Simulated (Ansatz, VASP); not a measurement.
**Two plane-wave programs on Cr**

```xyz
1
Lattice="2.3676 0.0000 0.0000 0.0000 2.3676 0.0000 0.0000 0.0000 2.3676" Properties=species:S:1:pos:R:3 pbc="T T T"
Cr    0.0000    0.0000    0.0000
```

Alike in both runs: functional BLYP; k mesh 13 × 13 × 13; occupations fermi-dirac, width 0.1 eV; no spin polarisation.

Ansatz relaxed the structure, and its values are those at the end. VASP's run is a single point on that final structure, the one shown.

|  | VASP | Ansatz |
| --- | --- | --- |
| version | VASP 6.6.1 | Ansatz 0.2.0 |
| potentials or method | VASP PAW PBE potentials, release 64 (Cr_pv), cutoff 520 eV | plane waves (420 eV) with PAW, scalar-relativistic |
| valence electrons in the cell | 12 | 14 |

|  | VASP | Ansatz | Ansatz less VASP |
| --- | --- | --- | --- |
| pressure (GPa) | 0.0 | 0.0 | +0.03 |

VASP's potentials were made for PBE, not for BLYP. VASP's potentials hold 12 valence electrons a cell and Ansatz's 14, so a difference there can come from the potentials and not from the codes.
